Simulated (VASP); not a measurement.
Here is a VASP 6.6.1 calculation.

The input INCAR:

```
SYSTEM = ZnO
ALGO = Normal
EDIFF = 1E-6
EDIFFG = -0.01
ENCUT = 600
GGA = PE
IBRION = 2
ISIF = 3
ISMEAR = 0
LASPH = .TRUE.
LCHARG = .FALSE.
LREAL = .FALSE.
LWAVE = .FALSE.
NELM = 100
NSW = 100
PREC = Accurate
SIGMA = 0.01
```

The input KPOINTS:

```
k-points
0
G
  12 12 8
  0 0 0
```

Contents of POSCAR:

```
ZnO
1.0
    2.8484938204      0.0000000000      0.0000000000
    0.0000000000      2.8484938204      0.0000000000
    0.0000000000      0.0000000000      4.7514058318
Zn O
1 1
Direct
    0.0000000000      0.0000000000      0.5000000000
    0.5000000000      0.5000000000      0.5000000000
```

Potentials or basis: VASP PAW PBE potentials, release 64 (Zn, O).

Command:

```bash
$ cat potpaw_PBE.64/Zn/POTCAR potpaw_PBE.64/O/POTCAR > POTCAR
$ mpirun -np 1 vasp_std > vasp.out
```

(1) What does it give for the space group after relaxing (to 0.1 Å)?

(2) What does it give for the relaxed cell?

(3) What does it give for the band gap on the k mesh?

Answers

(1) P4/mmm (No. 123).

(2) a = 2.855 Å, b = 2.855 Å, c = 4.749 Å, α = 90.00°, β = 90.00°, γ = 90.00°.

(3) 0.21 eV (least direct gap 2.73 eV).

Caveat: semilocal functionals underestimate gaps, and a narrow one can read as zero.
